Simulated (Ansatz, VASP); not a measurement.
Zn: VASP beside Ansatz

```
Zn
1.0
     2.62949    0.00000    0.00000
     0.00000    2.62949    0.00000
     0.00000    0.00000    2.62949
Zn
1
Direct
  0.00000 0.00000 0.00000
```

Change from the starting cell: volume scaled by 1, norm-conserving files.

Alike in both runs: task single point; functional PBE; k mesh 17 × 17 × 17; occupations fermi-dirac, width 0.08 eV; no spin polarisation.

```csv
,VASP,Ansatz
version,VASP 6.6.1,Ansatz 0.2.0
potentials or method,"VASP PAW PBE potentials, release 64 (Zn)","norm-conserving pseudopotentials, scalar-relativistic"
plane-wave cutoff (eV),520,1143
valence electrons in the cell,12,20
```

|  | VASP | Ansatz | Ansatz less VASP |
| --- | --- | --- | --- |
| pressure (GPa) | 0.2 | 0.0 | -0.25 |

VASP's potentials hold 12 valence electrons a cell and Ansatz's 20, so a difference there can come from the potentials and not from the codes.
